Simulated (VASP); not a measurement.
# MgS (P6_3/mmc) in VASP: notebook

Runs on MgS. Level: HSE06. Tasks: single point.

Everything below comes from runs of VASP 6.6.1. Logs are shortened: lines on timing, memory, paths and dates and some standing lists are left out, and cuts for length are marked.

## (1) The cell of the first run

Symmetry: P6_3/mmc, No. 194, hexagonal system. The conventional cell has a = 3.584 Å, b = 3.584 Å, c = 6.043 Å, α = 90.00°, β = 90.00°, γ = 120.00°. Mg (site symmetry -3m) has 6 S at 2.56 Å and 2 Mg at 3.02 Å within 3.4 Å. S (site symmetry -6m2) has 6 Mg at 2.56 Å within 3.4 Å.

## (2) Single point, HSE06 (strain -1.7%)

Input file POSCAR:

```
MgS
1.0
    3.5838269572      0.0000000000      0.0000000000
   -1.7919134786      3.1036851877      0.0000000000
    0.0000000000      0.0000000000      6.0434657763
Mg S
2 2
Direct
    0.0000000000      0.0000000000      0.0000000000
    0.0000000000      0.0000000000      0.5000000000
    0.3333333333      0.6666666667      0.2500000000
    0.6666666667      0.3333333333      0.7500000000
```

Input file INCAR.step1:

```
SYSTEM = MgS
  PREC = Accurate
  ENCUT = 520
  EDIFF = 1E-5
  ISMEAR = 0
  SIGMA = 0.01
  LREAL = .FALSE.
  LASPH = .TRUE.
  NELM = 100
  ALGO = Normal
  ISIF = 2
  LWAVE = .TRUE.
  NBANDS = 16
  GGA = PE
```

Input file INCAR.step2:

```
SYSTEM = MgS
  PREC = Accurate
  ENCUT = 520
  EDIFF = 1E-6
  ISMEAR = 0
  SIGMA = 0.01
  LREAL = .FALSE.
  LASPH = .TRUE.
  NELM = 100
  ALGO = Normal
  ISIF = 2
  LWAVE = .FALSE.
  LCHARG = .TRUE.
  GGA = PE
  LHFCALC = .TRUE.
  HFSCREEN = 0.2079
  PRECFOCK = Normal
  LELF = .TRUE.
  LVHAR = .TRUE.
  NBANDS = 16
  ISTART = 1
```

Input file KPOINTS:

```
Automatic mesh
0
G
  6 6 4
  0 0 0
```

Potentials or basis: VASP PAW PBE potentials, release 64 (Mg, S).

On the command line:

```bash
$ cat potpaw_PBE.64/Mg/POTCAR potpaw_PBE.64/S/POTCAR > POTCAR
$ cp INCAR.step1 INCAR
$ mpirun -np 1 vasp_std > vasp.out
$ cp INCAR.step2 INCAR
$ mpirun -np 1 vasp_std > vasp.out
```

OUTCAR:

```text
SYSTEM = MgS
   PREC = Accurate
   ENCUT = 520
   EDIFF = 1E-6
   ISMEAR = 0
   LREAL = .FALSE.
   LASPH = .TRUE.
   NELM = 100
   ISIF = 2
   GGA = PE
   LHFCALC = .TRUE.
   HFSCREEN = 0.2079
   PRECFOCK = Normal
   ISTART = 1

 ion  position               nearest neighbor table
   1  0.000  0.000  0.000-   3 2.56   4 2.56   3 2.56   4 2.56   4 2.56   3 2.56   2 3.02   2 3.02

   2  0.000  0.000  0.500-   3 2.56   4 2.56   3 2.56   4 2.56   4 2.56   3 2.56   1 3.02   1 3.02

   3  0.333  0.667  0.250-   1 2.56   2 2.56   1 2.56   2 2.56   1 2.56   2 2.56
   4  0.667  0.333  0.750-   1 2.56   2 2.56   1 2.56   2 2.56   1 2.56   2 2.56

  LATTYP: Found a hexagonal cell.
 ALAT       =     3.5838269572
 C/A-ratio  =     1.6863162894

  Lattice vectors:

 A1 = (   3.5838269572,   0.0000000000,   0.0000000000)
 A2 = (  -1.7919134786,   3.1036851877,   0.0000000000)
 A3 = (   0.0000000000,   0.0000000000,   6.0434657763)

Analysis of symmetry for initial positions (statically):
=====================================================================
 Subroutine PRICEL returns:
 Original cell was already a primitive cell.

 Routine SETGRP: Setting up the symmetry group for a
 hexagonal supercell.

 Subroutine GETGRP returns: Found 24 space group operations
 (whereof 12 operations were pure point group operations)
 out of a pool of 24 trial point group operations.

The static configuration has the point symmetry D_3d.
 The point group associated with its full space group is D_6h.

Analysis of symmetry for dynamics (positions and initial velocities):
=====================================================================
 Subroutine PRICEL returns:
 Original cell was already a primitive cell.

 Routine SETGRP: Setting up the symmetry group for a
 hexagonal supercell.

 Subroutine GETGRP returns: Found 24 space group operations
 (whereof 12 operations were pure point group operations)
 out of a pool of 24 trial point group operations.

The dynamic configuration has the point symmetry D_3d.
 The point group associated with its full space group is D_6h.

 Subroutine INISYM returns: Found 24 space group operations
 (whereof 12 operations are pure point group operations),
 and found     1 'primitive' translations

----------------------------------------------------------------------------------------

                                     Primitive cell

  volume of cell :      67.2219

  direct lattice vectors                    reciprocal lattice vectors
     3.583826957  0.000000000  0.000000000     0.279031329  0.161098813  0.000000000
    -1.791913479  3.103685188  0.000000000     0.000000000  0.322197626  0.000000000
     0.000000000  0.000000000  6.043465776     0.000000000  0.000000000  0.165467968

  length of vectors
     3.583826957  3.583826957  6.043465776     0.322197626  0.322197626  0.165467968

  position of ions in fractional coordinates (direct lattice)
     0.000000000  0.000000000  0.000000000
     0.000000000  0.000000000  0.500000000
     0.333333333  0.666666667  0.250000000
     0.666666667  0.333333333  0.750000000

  ion indices of the primitive-cell ions
   primitive index   ion index
                 1           1
                 2           2
                 3           3
                 4           4

----------------------------------------------------------------------------------------

 KPOINTS: Automatic mesh

Automatic generation of k-mesh.
 Grid dimensions read from file:
 generate k-points for:    6    6    4

 Generating k-lattice:

  Cartesian coordinates                     Fractional coordinates (reciprocal lattice)
     0.046505222  0.026849802  0.000000000     0.166666667  0.000000000  0.000000000
     0.000000000  0.053699604  0.000000000     0.000000000  0.166666667  0.000000000
     0.000000000  0.000000000  0.041366992     0.000000000  0.000000000  0.250000000

  Length of vectors
     0.053699604  0.053699604  0.041366992

  Shift w.r.t. Gamma in fractional coordinates (k-lattice)
     0.000000000  0.000000000  0.000000000

 Subroutine IBZKPT returns following result:
 ===========================================

 Found     21 irreducible k-points:

 Following reciprocal coordinates:
            Coordinates               Weight
  0.000000  0.000000  0.000000      1.000000
  0.166667  0.000000  0.000000      6.000000
  0.333333  0.000000  0.000000      6.000000
  0.500000  0.000000  0.000000      3.000000
  0.166667  0.166667  0.000000      6.000000
  0.333333  0.166667  0.000000     12.000000
[... 13 lines left out ...]
  0.333333  0.166667  0.500000     12.000000
  0.333333  0.333333  0.500000      2.000000
   k-points           NKPTS =     21   k-points in BZ     NKDIM =    144   number of bands    NBANDS=     16
   number of dos      NEDOS =    301   number of ions     NIONS =      4
   total plane-waves  NPLWV =  37632
   dimension x,y,z NGX =    28 NGY =   28 NGZ =   48
   dimension x,y,z NGXF=    56 NGYF=   56 NGZF=   96
   ions per type =               2   2
   NGX,Y,Z   is equivalent  to a cutoff of  12.99, 12.99, 13.20 a.u.
   NGXF,Y,Z  is equivalent  to a cutoff of  25.98, 25.98, 26.41 a.u.
 SYSTEM =  MgS
   PREC   = accura    normal or accurate (medium, high low for compatibility)
   ISTART =      1    job   : 0-new  1-cont  2-samecut
   ICHARG =      0    charge: 1-file 2-atom 10-const
   ISPIN  =      1    spin polarized calculation?
   LNONCOLLINEAR =      F non collinear calculations
   LSORBIT =      F    spin-orbit coupling
   LASPH  =      T    aspherical Exc in radial PAW
   ENCUT  =  520.0 eV  38.22 Ry    6.18 a.u.   6.66  6.66 11.24*2*pi/ulx,y,z
   NELM   =    100;   NELMIN=  2; NELMDL=  0     # of ELM steps
   EDIFF  = 0.1E-05   stopping-criterion for ELM
   LREAL  =      F    real-space projection
   EDIFFG = 0.1E-04   stopping-criterion for IOM
   NSW    =      0    number of steps for IOM
   IBRION =     -1    ionic relax: 0-MD 1-quasi-New 2-CG
   NFREE  =      0    steps in history (QN), initial steepest desc. (CG)
   ISIF   =      2    stress and relaxation
   ISYM   =      3    0-nonsym 1-usesym 2-fastsym
   POTIM  = 0.5000    time-step for ionic-motion
   TEBEG  =    0.0;   TEEND  =   0.0 temperature during run
   PSTRESS=    0.0 pullay stress
   NELECT =      16.0000    total number of electrons
   NUPDOWN=      -1.0000    fix difference up-down
   EMIN   =  10.00;   EMAX   =-10.00  energy-range for DOS
   EFERMI =   0.00;   METHOD = LEGACY
   ISMEAR =     0;   SIGMA  =   0.01  broadening in eV -4-tet -1-fermi 0-gaus
   EFERMI_NEDOS =   21; number of points for ismear=-14 and -15
   IALGO  =     38    algorithm
   IMIX   =      1    mixing-type and parameters
     AMIX     =   0.40;   BMIX     =  1.00
     AMIX_MAG =   1.60;   BMIX_MAG =  1.00
  volume/ion in A,a.u.               =      16.81       113.41
  Fermi-wavevector in a.u.,A,eV,Ry     =   1.014560  1.917241 14.004923  1.029333
  Thomas-Fermi vector in A             =   2.147795
   LORBIT       =      0    0 simple, 1 ext, 2 COOP (PROOUT), +10 PAW based schemes
   GGA     = PE    functional components
   LHFCALC =     T    Hartree Fock is set to
   PRECFOCK=normal    Normal, Fast or Accurate (Low or Medium for compatibility)
   ENCUT4O =  -1.0   cutoff for four orbital integrals eV
   NKREDX  =     1    reduce k-point grid by
   NKREDY  =     1    reduce k-point grid by
   NKREDZ  =     1    reduce k-point grid by
   AEXX    =    0.2500 exact exchange contribution
   HFSCREEN=    0.2079 screening length (either q_TF or 0.3 A-1)
   HFSCREENC=   0.2079 screening length for correlation (either q_TF or 0.3 A-1)
   ENCUTFOCK=  -1.0 apply spherical cutoff to Coloumb kernel
   IVDW    =     0    specifies the selected vdW correction
   LEPSILON=     F    determine dielectric tensor
   LRPA    =     F    only Hartree local field effects (RPA)
 non-spin polarized calculation
 Gauss-broadening in eV      SIGMA  =   0.01
  energy-cutoff  :      520.00
  volume of cell :       67.22
 maximum number of plane-waves:      1834
 NGX is ok and might be reduce to    28
  NGX = 20; NGY = 20; NGZ = 36

 number of electron      16.0000000 magnetization

 Free energy of the ion-electron system (eV)
  ---------------------------------------------------
  ext. energy  EPLUGINS =         0.00000000
  ---------------------------------------------------
  free energy    TOTEN  =       -19.63443009 eV

  energy without entropy =      -19.63443009  energy(sigma->0) =      -19.63443009

 E-fermi :   3.6336     XC(G=0):  -8.1871

 val. band max:        3.5097522098   @ k =   0.0000   0.0000   0.0000
 cond. band min:       8.0166273954   @ k =   0.3333   0.3333   0.0000
 fundamental gap:      4.5068751857
 Fermi energy:         3.6336034975

 k-point     1 :       0.0000    0.0000    0.0000
  band No.  band energies     occupation
      1     -10.7980      2.00000
      2      -9.3442      2.00000
      3      -2.1702      2.00000
      4       2.9276      2.00000
      5       2.9276      2.00000
      6       3.2572      2.00000
[... 8 lines left out ...]
     15      13.2751      0.00000
     16      14.1339      0.00000

 k-point     2 :       0.1667    0.0000    0.0000
  band No.  band energies     occupation
      1     -10.5118      2.00000
      2      -9.1761      2.00000
      3      -1.7974      2.00000
      4       1.4312      2.00000
      5       2.1120      2.00000
      6       2.5125      2.00000
[... 8 lines left out ...]
     15      13.5412      0.00000
     16      13.6145      0.00000

 k-point     3 :       0.3333    0.0000    0.0000
  band No.  band energies     occupation
      1      -9.7834      2.00000
      2      -8.8540      2.00000
      3      -0.7750      2.00000
      4      -0.7727      2.00000
      5       0.1697      2.00000
      6       1.9018      2.00000
[... 8 lines left out ...]
     15      14.2062      0.00000
     16      16.1024      0.00000

 k-point     4 :       0.5000    0.0000    0.0000
  band No.  band energies     occupation
      1      -9.2053      2.00000
      2      -8.8092      2.00000
      3      -1.7174      2.00000
      4      -0.6795      2.00000
      5       0.2022      2.00000
      6       1.5855      2.00000
[... 8 lines left out ...]
     15      14.5480      0.00000
     16      16.8245      0.00000

 k-point     5 :       0.1667    0.1667    0.0000
  band No.  band energies     occupation
      1      -9.9996      2.00000
      2      -8.9236      2.00000
      3      -1.0950      2.00000
      4       0.1980      2.00000
      5       0.3383      2.00000
      6       2.0339      2.00000
[... 8 lines left out ...]
     15      14.3469      0.00000
     16      14.5017      0.00000

 k-point     6 :       0.3333    0.1667    0.0000
  band No.  band energies     occupation
      1      -9.2722      2.00000
      2      -8.7501      2.00000
      3      -1.3257      2.00000
      4      -0.3485      2.00000
      5       0.0647      2.00000
      6       0.9706      2.00000
[... 8 lines left out ...]
     15      14.0121      0.00000
     16      16.7638      0.00000
[... 210 lines left out ...]
 k-point    18 :       0.5000    0.0000    0.5000
  band No.  band energies     occupation
      1      -9.0004      2.00000
      2      -9.0004      2.00000
      3      -1.7225      2.00000
      4      -1.7225      2.00000
      5       1.7670      2.00000
      6       1.7670      2.00000
[... 8 lines left out ...]
     15      15.4004      0.00000
     16      15.4004      0.00000

 k-point    19 :       0.1667    0.1667    0.5000
  band No.  band energies     occupation
      1      -9.5152      2.00000
      2      -9.5152      2.00000
      3      -0.3755      2.00000
      4      -0.3755      2.00000
      5       1.4042      2.00000
      6       1.4042      2.00000
[... 8 lines left out ...]
     15      13.6262      0.00000
     16      13.6262      0.00000

 k-point    20 :       0.3333    0.1667    0.5000
  band No.  band energies     occupation
      1      -9.0129      2.00000
      2      -9.0129      2.00000
      3      -1.2858      2.00000
      4      -1.2858      2.00000
      5       0.7994      2.00000
      6       0.7994      2.00000
[... 8 lines left out ...]
     15      15.0949      0.00000
     16      15.0949      0.00000

 k-point    21 :       0.3333    0.3333    0.5000
  band No.  band energies     occupation
      1      -8.8303      2.00000
      2      -8.8303      2.00000
      3      -0.6888      2.00000
      4      -0.6888      2.00000
      5      -0.6575      2.00000
      6      -0.6575      2.00000
[... 8 lines left out ...]
     15      14.3841      0.00000
     16      14.3841      0.00000

------------------------ aborting loop because EDIFF is reached ----------------------------------------

  FORCE on cell =-STRESS in cart. coord.  units (eV):
  Direction    XX          YY          ZZ          XY          YZ          ZX
  --------------------------------------------------------------------------------------
  -------------------------------------------------------------------------------------
  Total        1.5497218      1.5497218      1.6155971      0.0000000     -0.0000000      0.0000000
  in kB       36.9363141     36.9363141     38.5063977      0.0000000     -0.0000000      0.0000000
  external PRESSURE =      37.4596753 kB  Pullay stress =       0.0000000 kB

 VOLUME and BASIS-vectors are now :
 -----------------------------------------------------------------------------
  energy-cutoff  :      520.00
  volume of cell :       67.22
      direct lattice vectors                 reciprocal lattice vectors
     3.583826957  0.000000000  0.000000000     0.279031329  0.161098813  0.000000000
    -1.791913479  3.103685188  0.000000000     0.000000000  0.322197626  0.000000000
     0.000000000  0.000000000  6.043465776     0.000000000  0.000000000  0.165467968

 POSITION                                       TOTAL-FORCE (eV/Angst)
 -----------------------------------------------------------------------------------
      0.00000      0.00000      0.00000         0.000000     -0.000000     -0.000000
      0.00000      0.00000      3.02173        -0.000000     -0.000000     -0.000000
     -0.00000      2.06912      1.51087        -0.000000      0.000000      0.000000
      1.79191      1.03456      4.53260        -0.000000      0.000000      0.000000
 -----------------------------------------------------------------------------------
    total drift:                               -0.000231     -0.000261     -0.001299

  FREE ENERGIE OF THE ION-ELECTRON SYSTEM (eV)
  ---------------------------------------------------
  free  energy   TOTEN  =       -19.6344300886 eV

  energy  without entropy=      -19.6344300886  energy(sigma->0) =      -19.63443009
```

It took 29 min on 1 thread of AMD EPYC 7R13 (Zen 3), shared host; peak memory 0.29 GiB.

Results:

- Free energy: -19.6344 eV
- Pressure: 3.7 GPa
- Band gap on the k mesh: 4.51 eV (least direct gap 5.07 eV)

Stress tensor (GPa, compression positive):
```
3.69 0.00 0.00
0.00 3.69 0.00
0.00 0.00 3.85
```

Levels at points of the mesh, in eV from the valence-band top:
```
           k point  band 5  band 6  band 7  band 8  band 9  band 10  band 11  band 12
(0.00, 0.00, 0.00)   -0.58   -0.25    0.00    0.00    5.07     5.79     7.88     9.11
(0.50, 0.00, 0.00)   -3.31   -1.92   -1.86   -0.73    4.96     5.59     6.09     8.17
(0.00, 0.00, 0.50)   -0.30   -0.30   -0.30   -0.30    6.14     6.14     8.78     8.78
(0.50, 0.00, 0.50)   -1.74   -1.74   -1.36   -1.36    5.14     5.14     6.26     6.26
```

Caveat: the cell differs from its parent crystal (strain -1.7%); the cell stands under pressure; the PAW data sets were made with another functional, which shifts forces and pressure a little. A k mesh can miss the band edges.

## (3) Single point, HSE06 (biaxial xy strain -1.4%)

Input file POSCAR:

```
MgS
1.0
    3.5940341746      0.0000000000      0.0000000000
   -1.7970170873      3.1125248973      0.0000000000
    0.0000000000      0.0000000000      6.1473560943
Mg S
2 2
Direct
    0.0000000000      0.0000000000      0.0000000000
    0.0000000000      0.0000000000      0.5000000000
    0.3333333333      0.6666666667      0.2500000000
    0.6666666667      0.3333333333      0.7500000000
```

Input file INCAR.step1:

```
SYSTEM = MgS
PREC = Accurate ; ENCUT = 520
EDIFF = 1E-5 ; ISMEAR = 0
SIGMA = 0.01 ; LREAL = .FALSE.
LASPH = .TRUE. ; NELM = 60
ALGO = Normal ; ISIF = 2
LWAVE = .TRUE. ; LCHARG = .FALSE.
GGA = PE ; NBANDS = 16
```

Input file INCAR.step2:

```
SYSTEM = MgS
PREC = Accurate ; ENCUT = 520
EDIFF = 1E-7 ; ISMEAR = 0
SIGMA = 0.01 ; LREAL = .FALSE.
LASPH = .TRUE. ; NELM = 60
ALGO = Normal ; ISIF = 2
LWAVE = .FALSE. ; LCHARG = .FALSE.
GGA = PE ; LHFCALC = .TRUE.
HFSCREEN = 0.2079 ; PRECFOCK = Normal
ISTART = 1 ; NBANDS = 16
```

KPOINTS is that of step 2.

Potentials or basis: VASP PAW PBE potentials, release 64 (Mg, S).

On the command line:

```bash
$ cat potpaw_PBE.64/Mg/POTCAR potpaw_PBE.64/S/POTCAR > POTCAR
$ cp INCAR.step1 INCAR
$ mpirun -np 1 vasp_std > vasp.out
$ cp INCAR.step2 INCAR
$ mpirun -np 1 vasp_std > vasp.out
```

Run time: 41 min. Hardware: 1 thread of Intel Xeon 6975P-C (Granite Rapids), shared host; peak memory 0.31 GiB.

Results (log left out):

| Quantity | Value |
| --- | --- |
| Free energy | -19.6563 eV |
| Pressure | 1.6 GPa |
| Band gap on the k mesh | 4.39 eV (least direct gap 4.80 eV) |

Stress tensor (GPa, compression positive):
```
2.37 0.00 0.00
0.00 2.37 0.00
0.00 0.00 0.13
```

Levels at points of the mesh, in eV from the valence-band top:
```csv
k point,band 5,band 6,band 7,band 8,band 9,band 10,band 11,band 12
"(0.00, 0.00, 0.00)",-0.54,-0.40,0.00,0.00,4.80,5.80,7.77,9.11
"(0.50, 0.00, 0.00)",-3.29,-1.95,-1.79,-0.74,5.01,5.39,5.99,8.11
"(0.00, 0.00, 0.50)",-0.28,-0.28,-0.28,-0.28,6.08,6.08,8.81,8.81
"(0.50, 0.00, 0.50)",-1.79,-1.79,-1.32,-1.32,4.97,4.97,6.23,6.23
```

Caveat: the cell differs from its parent crystal (biaxial xy strain -1.4%); the PAW data sets were made with another functional, which shifts forces and pressure a little. A k mesh can miss the band edges.
